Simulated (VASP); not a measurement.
# Zn2S (P6/mmm) in VASP: further runs

Runs on Zn2S. Level: PBE. Tasks: single point.

All numbers are computed with VASP 6.6.1; they aren't measurements. Logs are shortened: lines on timing, memory, paths and dates and some standing lists are left out, and cuts for length are marked.

### Step 1. The cell of the first run

Symmetry: P6/mmm, No. 191, hexagonal system. The conventional cell has a = 3.667 Å, b = 3.667 Å, c = 3.960 Å, α = 90.00°, β = 90.00°, γ = 120.00°. Within 2.8 Å of Zn (site symmetry -6m2) lie 3 Zn at 2.12 Å. S (site symmetry 6/mmm) has 12 Zn at 2.90 Å and 6 S at 3.67 Å within 3.8 Å.

### Step 2. Single point, PBE

Contents of INCAR:

```
SYSTEM = Zn2S
PREC     = Accurate       ! precision mode
ENCUT    = 520            ! plane-wave cutoff, eV
EDIFF    = 1E-6           ! SCF threshold, eV
ISMEAR   = 0              ! smearing method
SIGMA    = 0.1            ! smearing width, eV
LREAL    = .FALSE.        ! projectors in reciprocal space
LASPH    = .TRUE.         ! aspherical terms in the spheres
NELM     = 60             ! most SCF steps
ALGO     = Normal         ! electronic algorithm
ISIF     = 2              ! what is computed and relaxed
LWAVE    = .FALSE.        ! write WAVECAR
LCHARG   = .FALSE.        ! write CHGCAR
GGA      = PE             ! functional
NBANDS   = 22             ! bands
```

Contents of KPOINTS:

```
regular mesh
0
G
  6 6 4
  0 0 0
```

Contents of POSCAR:

```
Zn2S
1.0
    3.6674366279      0.0000000000      0.0000000000
   -1.8337183139      3.1760932865      0.0000000000
    0.0000000000      0.0000000000      3.9598568241
Zn S
2 1
Direct
    0.3333333333      0.6666666667      0.5000000000
    0.6666666667      0.3333333333      0.5000000000
    0.0000000000      0.0000000000      0.0000000000
```

Potentials or basis: VASP PAW PBE potentials, release 64 (Zn, S).

The run is started by

```
$ cat potpaw_PBE.64/Zn/POTCAR potpaw_PBE.64/S/POTCAR > POTCAR
$ mpirun -np 1 vasp_std > vasp.out
```

OUTCAR:

```text
SYSTEM = Zn2S
   PREC = Accurate
   ENCUT = 520
   EDIFF = 1E-6
   ISMEAR = 0
   LREAL = .FALSE.
   LASPH = .TRUE.
   NELM = 60
   ISIF = 2
   GGA = PE

 ion  position               nearest neighbor table
   1  0.333  0.667  0.500-   2 2.12   2 2.12   2 2.12   3 2.90   3 2.90   3 2.90   3 2.90   3 2.90
                             3 2.90
   2  0.667  0.333  0.500-   1 2.12   1 2.12   1 2.12   3 2.90   3 2.90   3 2.90   3 2.90   3 2.90
                             3 2.90
   3  0.000  0.000  0.000-   1 2.90   2 2.90   1 2.90   2 2.90   1 2.90   1 2.90   2 2.90   2 2.90
                             2 2.90   2 2.90   1 2.90   1 2.90

  LATTYP: Found a hexagonal cell.
 ALAT       =     3.6674366279
 C/A-ratio  =     1.0797342193

  Lattice vectors:

 A1 = (   3.6674366279,   0.0000000000,   0.0000000000)
 A2 = (  -1.8337183139,   3.1760932865,   0.0000000000)
 A3 = (   0.0000000000,   0.0000000000,   3.9598568241)

Analysis of symmetry for initial positions (statically):
=====================================================================
 Subroutine PRICEL returns:
 Original cell was already a primitive cell.

 Routine SETGRP: Setting up the symmetry group for a
 hexagonal supercell.

 Subroutine GETGRP returns: Found 24 space group operations
 (whereof 24 operations were pure point group operations)
 out of a pool of 24 trial point group operations.

The static configuration has the point symmetry D_6h.

Analysis of symmetry for dynamics (positions and initial velocities):
=====================================================================
 Subroutine PRICEL returns:
 Original cell was already a primitive cell.

 Routine SETGRP: Setting up the symmetry group for a
 hexagonal supercell.

 Subroutine GETGRP returns: Found 24 space group operations
 (whereof 24 operations were pure point group operations)
 out of a pool of 24 trial point group operations.

The dynamic configuration has the point symmetry D_6h.

 Subroutine INISYM returns: Found 24 space group operations
 (whereof 24 operations are pure point group operations),
 and found     1 'primitive' translations

----------------------------------------------------------------------------------------

                                     Primitive cell

  volume of cell :      46.1249

  direct lattice vectors                    reciprocal lattice vectors
     3.667436628  0.000000000  0.000000000     0.272670015  0.157426107  0.000000000
    -1.833718314  3.176093287  0.000000000     0.000000000  0.314852213  0.000000000
     0.000000000  0.000000000  3.959856824     0.000000000  0.000000000  0.252534383

  length of vectors
     3.667436628  3.667436628  3.959856824     0.314852213  0.314852213  0.252534383

  position of ions in fractional coordinates (direct lattice)
     0.333333333  0.666666667  0.500000000
     0.666666667  0.333333333  0.500000000
     0.000000000  0.000000000  0.000000000

  ion indices of the primitive-cell ions
   primitive index   ion index
                 1           1
                 2           2
                 3           3

----------------------------------------------------------------------------------------

 KPOINTS: regular mesh

Automatic generation of k-mesh.
 Grid dimensions read from file:
 generate k-points for:    6    6    4

 Generating k-lattice:

  Cartesian coordinates                     Fractional coordinates (reciprocal lattice)
     0.045445002  0.026237684  0.000000000     0.166666667  0.000000000  0.000000000
     0.000000000  0.052475369  0.000000000     0.000000000  0.166666667  0.000000000
     0.000000000  0.000000000  0.063133596     0.000000000  0.000000000  0.250000000

  Length of vectors
     0.052475369  0.052475369  0.063133596

  Shift w.r.t. Gamma in fractional coordinates (k-lattice)
     0.000000000  0.000000000  0.000000000

 Subroutine IBZKPT returns following result:
 ===========================================

 Found     21 irreducible k-points:

 Following reciprocal coordinates:
            Coordinates               Weight
  0.000000  0.000000  0.000000      1.000000
  0.166667 -0.000000  0.000000      6.000000
  0.333333  0.000000  0.000000      6.000000
  0.500000  0.000000  0.000000      3.000000
  0.166667  0.166667  0.000000      6.000000
  0.333333  0.166667  0.000000     12.000000
[... 13 lines left out ...]
  0.333333  0.166667  0.500000     12.000000
  0.333333  0.333333  0.500000      2.000000
   k-points           NKPTS =     21   k-points in BZ     NKDIM =     21   number of bands    NBANDS=     22
   number of dos      NEDOS =    301   number of ions     NIONS =      3
   total plane-waves  NPLWV =  23520
   dimension x,y,z NGX =    28 NGY =   28 NGZ =   30
   dimension x,y,z NGXF=    56 NGYF=   56 NGZF=   60
   ions per type =               2   1
   NGX,Y,Z   is equivalent  to a cutoff of  12.69, 12.69, 12.59 a.u.
   NGXF,Y,Z  is equivalent  to a cutoff of  25.38, 25.38, 25.19 a.u.
 SYSTEM =  Zn2S
   PREC   = accura    normal or accurate (medium, high low for compatibility)
   ISTART =      0    job   : 0-new  1-cont  2-samecut
   ICHARG =      2    charge: 1-file 2-atom 10-const
   ISPIN  =      1    spin polarized calculation?
   LNONCOLLINEAR =      F non collinear calculations
   LSORBIT =      F    spin-orbit coupling
   LASPH  =      T    aspherical Exc in radial PAW
   ENCUT  =  520.0 eV  38.22 Ry    6.18 a.u.   6.82  6.82  7.36*2*pi/ulx,y,z
   NELM   =     60;   NELMIN=  2; NELMDL= -5     # of ELM steps
   EDIFF  = 0.1E-05   stopping-criterion for ELM
   LREAL  =      F    real-space projection
   EDIFFG = 0.1E-04   stopping-criterion for IOM
   NSW    =      0    number of steps for IOM
   IBRION =     -1    ionic relax: 0-MD 1-quasi-New 2-CG
   NFREE  =      0    steps in history (QN), initial steepest desc. (CG)
   ISIF   =      2    stress and relaxation
   ISYM   =      2    0-nonsym 1-usesym 2-fastsym
   POTIM  = 0.5000    time-step for ionic-motion
   TEBEG  =    0.0;   TEEND  =   0.0 temperature during run
   PSTRESS=    0.0 pullay stress
   NELECT =      30.0000    total number of electrons
   NUPDOWN=      -1.0000    fix difference up-down
   EMIN   =  10.00;   EMAX   =-10.00  energy-range for DOS
   EFERMI =   0.00;   METHOD = LEGACY
   ISMEAR =     0;   SIGMA  =   0.10  broadening in eV -4-tet -1-fermi 0-gaus
   EFERMI_NEDOS =   21; number of points for ismear=-14 and -15
   IALGO  =     38    algorithm
   IMIX   =      4    mixing-type and parameters
     AMIX     =   0.40;   BMIX     =  1.00
     AMIX_MAG =   1.60;   BMIX_MAG =  1.00
  volume/ion in A,a.u.               =      15.37       103.76
  Fermi-wavevector in a.u.,A,eV,Ry     =   1.418415  2.680417 27.373595  2.011903
  Thomas-Fermi vector in A             =   2.539543
   LORBIT       =      0    0 simple, 1 ext, 2 COOP (PROOUT), +10 PAW based schemes
   GGA     = PE    functional components
   LHFCALC =     F    Hartree Fock is set to
   AEXX    =    0.0000 exact exchange contribution
   IVDW    =     0    specifies the selected vdW correction
   LEPSILON=     F    determine dielectric tensor
   LRPA    =     F    only Hartree local field effects (RPA)
 non-spin polarized calculation
 Gauss-broadening in eV      SIGMA  =   0.10
  energy-cutoff  :      520.00
  volume of cell :       46.12
 maximum number of plane-waves:      1262
 NGX is ok and might be reduce to    28
   NGX = 13   NGY = 13   NGZ = 15

 number of electron      30.0000019 magnetization

 Free energy of the ion-electron system (eV)
  ---------------------------------------------------
  ext. energy  EPLUGINS =         0.00000000
  ---------------------------------------------------
  free energy    TOTEN  =        -4.13597542 eV

  energy without entropy =       -4.12965866  energy(sigma->0) =       -4.13281704

 E-fermi :   4.4031     XC(G=0): -11.2428

 val. band max:        4.3077763783   @ k =   0.1667  -0.0000   0.2500
 cond. band min:       4.4334328599   @ k =   0.1667   0.1667   0.2500
 fundamental gap:      0.1256564816
 Fermi energy:         4.4030843892

 k-point     1 :       0.0000    0.0000    0.0000
  band No.  band energies     occupation
      1      -9.6529      2.00000
      2      -4.5977      2.00000
      3      -4.0024      2.00000
      4      -4.0024      2.00000
      5      -3.8395      2.00000
      6      -3.8395      2.00000
[... 14 lines left out ...]
     21      15.4400      0.00000
     22      15.4400      0.00000

 k-point     2 :       0.1667   -0.0000    0.0000
  band No.  band energies     occupation
      1      -9.4001      2.00000
      2      -4.5895      2.00000
      3      -4.2613      2.00000
      4      -4.2324      2.00000
      5      -3.8907      2.00000
      6      -3.8384      2.00000
[... 14 lines left out ...]
     21      14.8578      0.00000
     22      15.5115      0.00000

 k-point     3 :       0.3333    0.0000    0.0000
  band No.  band energies     occupation
      1      -8.7963      2.00000
      2      -4.7185      2.00000
      3      -4.4835      2.00000
      4      -4.2616      2.00000
      5      -3.9819      2.00000
      6      -3.8942      2.00000
[... 14 lines left out ...]
     21      14.5556      0.00000
     22      14.9319      0.00000

 k-point     4 :       0.5000    0.0000    0.0000
  band No.  band energies     occupation
      1      -8.4172      2.00000
      2      -4.7219      2.00000
      3      -4.5596      2.00000
      4      -4.3215      2.00000
      5      -4.0233      2.00000
      6      -3.9493      2.00000
[... 14 lines left out ...]
     21      14.7031      0.00000
     22      16.8211      0.00000

 k-point     5 :       0.1667    0.1667    0.0000
  band No.  band energies     occupation
      1      -8.9670      2.00000
      2      -4.7273      2.00000
      3      -4.3323      2.00000
      4      -4.3168      2.00000
      5      -4.0313      2.00000
      6      -3.7788      2.00000
[... 342 lines left out ...]
 k-point    19 :       0.1667    0.1667    0.5000
  band No.  band energies     occupation
      1      -8.3928      2.00000
      2      -4.7712      2.00000
      3      -4.6721      2.00000
      4      -4.3263      2.00000
      5      -4.0066      2.00000
      6      -3.8944      2.00000
[... 14 lines left out ...]
     21      15.0852      0.00000
     22      15.3102      0.00000

 k-point    20 :       0.3333    0.1667    0.5000
  band No.  band energies     occupation
      1      -8.1096      2.00000
      2      -4.9462      2.00000
      3      -4.4067      2.00000
      4      -4.3030      2.00000
      5      -4.0305      2.00000
      6      -3.6999      2.00000
[... 14 lines left out ...]
     21      16.7220      0.00000
     22      18.0196      0.00000

 k-point    21 :       0.3333    0.3333    0.5000
  band No.  band energies     occupation
      1      -8.0129      2.00000
      2      -5.0849      2.00000
      3      -4.2946      2.00000
      4      -4.2946      2.00000
      5      -3.7412      2.00000
      6      -3.6583      2.00000
[... 14 lines left out ...]
     21      17.1423      0.00000
     22      17.1559      0.00000

------------------------ aborting loop because EDIFF is reached ----------------------------------------

  FORCE on cell =-STRESS in cart. coord.  units (eV):
  Direction    XX          YY          ZZ          XY          YZ          ZX
  --------------------------------------------------------------------------------------
  -------------------------------------------------------------------------------------
  Total       11.3241522     11.3241522     -0.9880398      0.0000000      0.0000000      0.0000000
  in kB      393.3516068    393.3516068    -34.3201887      0.0000000      0.0000000      0.0000000
  external PRESSURE =     250.7943416 kB  Pullay stress =       0.0000000 kB

 VOLUME and BASIS-vectors are now :
 -----------------------------------------------------------------------------
  energy-cutoff  :      520.00
  volume of cell :       46.12
      direct lattice vectors                 reciprocal lattice vectors
     3.667436628  0.000000000  0.000000000     0.272670015  0.157426107  0.000000000
    -1.833718314  3.176093287  0.000000000     0.000000000  0.314852213  0.000000000
     0.000000000  0.000000000  3.959856824     0.000000000  0.000000000  0.252534383

 POSITION                                       TOTAL-FORCE (eV/Angst)
 -----------------------------------------------------------------------------------
     -0.00000      2.11740      1.97993         0.000000      0.000000      0.000000
      1.83372      1.05870      1.97993        -0.000000      0.000000      0.000000
      0.00000      0.00000      0.00000         0.000000      0.000000      0.000000
 -----------------------------------------------------------------------------------
    total drift:                               -0.000000      0.000000     -0.000000

  FREE ENERGIE OF THE ION-ELECTRON SYSTEM (eV)
  ---------------------------------------------------
  free  energy   TOTEN  =        -4.1359754235 eV

  energy  without entropy=       -4.1296586591  energy(sigma->0) =       -4.13281704
```

Run time: 9.7 s. Hardware: 1 thread of Intel Xeon 6975P-C (Granite Rapids), shared host; peak memory 0.16 GiB.

What came out:

* Free energy: -4.1360 eV
* Pressure: 25.1 GPa
* Band gap on the k mesh: zero (band 15 reaches 5.83 eV, above the bottom of band 16 at 0.96 eV)

Levels at points of the mesh, in eV from the Fermi level:
```tsv
k point	band 12	band 13	band 14	band 15	band 16	band 17	band 18	band 19
(0.00, 0.00, 0.00)	-4.80	-4.00	-1.26	-1.26	4.04	4.04	5.04	6.68
(0.50, 0.00, 0.00)	-6.08	-2.89	-2.34	-1.99	1.07	3.00	4.35	4.51
(0.00, 0.00, 0.50)	-7.11	-0.99	-0.99	1.43	2.06	5.34	5.34	7.17
(0.50, 0.00, 0.50)	-5.96	-4.71	-4.27	-1.53	1.36	1.98	3.31	8.24
```

Caveat: the k points lie up to 0.40 Å⁻¹ apart.

### Step 3. Single point, PBE

This run uses another cell than the first one, of 18.49 Å³/atom, 1.203 times its volume.

Contents of INCAR:

```
ALGO = Normal ; EDIFF = 1E-6
ENCUT = 520 ; GGA = PE
ISIF = 2 ; ISMEAR = 0
LASPH = T ; LCHARG = F
LREAL = F ; LWAVE = F
NBANDS = 22 ; NELM = 100
PREC = Accurate ; SIGMA = 0.1
```

Contents of KPOINTS:

```
k-points
0
Gamma
  6 6 4
```

Contents of POSCAR:

```
Zn2S
1.0
    4.1478493085      0.0000000000      0.0000000000
   -2.0739246542      3.5921428723      0.0000000000
    0.0000000000      0.0000000000      3.7227031681
Zn S
2 1
Direct
    0.3333333333      0.6666666667      0.5000000000
    0.6666666667      0.3333333333      0.5000000000
    0.0000000000      0.0000000000      0.0000000000
```

Potentials or basis: VASP PAW PBE potentials, release 64 (Zn, S).

The run is started by

```
$ cat potpaw_PBE.64/Zn/POTCAR potpaw_PBE.64/S/POTCAR > POTCAR
$ mpirun -np 1 vasp_std > vasp.out
```

OUTCAR:

```text
EDIFF = 1E-6
   ENCUT = 520
   GGA = PE
   ISIF = 2
   ISMEAR = 0
   LASPH = T
   LREAL = F
   NELM = 100
   PREC = Accurate

 ion  position               nearest neighbor table
   1  0.333  0.667  0.500-   2 2.39   2 2.39   2 2.39
   2  0.667  0.333  0.500-   1 2.39   1 2.39   1 2.39
   3  0.000  0.000  0.000-

  LATTYP: Found a hexagonal cell.
 ALAT       =     4.1478493085
 C/A-ratio  =     0.8975020285

[... 710 lines left out ...]

------------------------ aborting loop because EDIFF is reached ----------------------------------------

  FORCE on cell =-STRESS in cart. coord.  units (eV):
  Direction    XX          YY          ZZ          XY          YZ          ZX
  --------------------------------------------------------------------------------------
  -------------------------------------------------------------------------------------
  Total        0.1431543      0.1431543      0.0208295      0.0000000     -0.0000000      0.0000000
  in kB        4.1350417      4.1350417      0.6016645      0.0000000     -0.0000000      0.0000000
  external PRESSURE =       2.9572493 kB  Pullay stress =       0.0000000 kB

 VOLUME and BASIS-vectors are now :
 -----------------------------------------------------------------------------
  energy-cutoff  :      520.00
  volume of cell :       55.47
      direct lattice vectors                 reciprocal lattice vectors
     4.147849308  0.000000000  0.000000000     0.241088797  0.139192682  0.000000000
    -2.073924654  3.592142872  0.000000000     0.000000000  0.278385364  0.000000000
     0.000000000  0.000000000  3.722703168     0.000000000  0.000000000  0.268622008

 POSITION                                       TOTAL-FORCE (eV/Angst)
 -----------------------------------------------------------------------------------
     -0.00000      2.39476      1.86135        -0.000000      0.000000     -0.000000
      2.07392      1.19738      1.86135         0.000000     -0.000000      0.000000
      0.00000      0.00000      0.00000         0.000000      0.000000      0.000000
 -----------------------------------------------------------------------------------
    total drift:                               -0.000000      0.000000      0.000000

  FREE ENERGIE OF THE ION-ELECTRON SYSTEM (eV)
  ---------------------------------------------------
  free  energy   TOTEN  =        -5.3984638446 eV

  energy  without entropy=       -5.3905414090  energy(sigma->0) =       -5.39450263
```

OSZICAR:

```text
N       E                     dE             d eps       ncg     rms          rms(c)
DAV:   1     0.162268683770E+03    0.16227E+03   -0.14440E+04   924   0.177E+03
DAV:   2     0.564149732919E+01   -0.15663E+03   -0.14938E+03   948   0.332E+02
DAV:   3    -0.580121345564E+01   -0.11443E+02   -0.11223E+02  1104   0.884E+01
DAV:   4    -0.600864983841E+01   -0.20744E+00   -0.20721E+00  1014   0.113E+01
DAV:   5    -0.601085692136E+01   -0.22071E-02   -0.22070E-02  1128   0.115E+00    0.670E+00
DAV:   6    -0.541773096487E+01    0.59313E+00   -0.24003E+00  1254   0.280E+01    0.481E+00
DAV:   7    -0.540521608392E+01    0.12515E-01   -0.22413E-01  1086   0.603E+00    0.239E+00
DAV:   8    -0.539837119901E+01    0.68449E-02   -0.25518E-02  1056   0.122E+00    0.359E-01
DAV:   9    -0.539835916049E+01    0.12039E-04   -0.13835E-03  1078   0.306E-01    0.152E-01
DAV:  10    -0.539845247701E+01   -0.93317E-04   -0.23037E-04  1114   0.150E-01    0.336E-02
DAV:  11    -0.539846389186E+01   -0.11415E-04   -0.49015E-05  1026   0.788E-02    0.171E-02
DAV:  12    -0.539846384458E+01    0.47275E-07   -0.36790E-06   894   0.141E-02
   1 F= -.53984638E+01 E0= -.53945026E+01  d E =-.792244E-02
```

Wall time 9.8 s (1 thread of Intel Xeon 6975P-C (Granite Rapids), shared host); peak memory 0.17 GiB.

Results:

- Free energy: -5.3985 eV
- Pressure: 0.3 GPa
- Band gap on the k mesh: zero (band 15 reaches 4.04 eV, above the bottom of band 16 at 0.04 eV)

Stress tensor (GPa, compression positive):
```
0.41 0.00 0.00
0.00 0.41 0.00
0.00 0.00 0.06
```

Caveat: the k points lie up to 0.42 Å⁻¹ apart.

(Part 1 of 2 ends here.)
